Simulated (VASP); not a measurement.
A run of VASP 6.6.1 is set up as follows.

File INCAR:

```
ALGO = Normal ; EDIFF = 1E-7
ENCUT = 520 ; GGA = PE
ISIF = 2 ; ISMEAR = -1
LASPH = T ; LCHARG = F
LREAL = F ; LWAVE = F
NBANDS = 15 ; NELM = 100
PREC = Accurate ; SIGMA = 0.05
```

File KPOINTS:

```
k-points
0
Gamma
  10 10 8
```

The input POSCAR:

```
GaB
1.0
    2.6999962288      0.0000000000      0.0000000000
    0.0000000000      2.6999962288      0.0000000000
    0.0000000000      0.0000000000      3.2144898154
Ga B
1 1
Direct
    0.5000000000      0.5000000000      0.5000000000
    0.0000000000      0.0000000000      0.0000000000
```

Potentials or basis: VASP PAW PBE potentials, release 64 (Ga_d, B).

Command:

```bash
$ cat potpaw_PBE.64/Ga_d/POTCAR potpaw_PBE.64/B/POTCAR > POTCAR
$ mpirun -np 1 vasp_std > vasp.out
```

Question: Estimate the pressure.

Answer: 2.3 GPa.

Question: Predict the band gap on the k mesh.

Answer: Zero (band 8 reaches 11.50 eV, above the bottom of band 9 at 2.89 eV).

Stress tensor (GPa, compression positive):
```
2.41 0.00 0.00
0.00 2.41 0.00
0.00 0.00 2.02
```
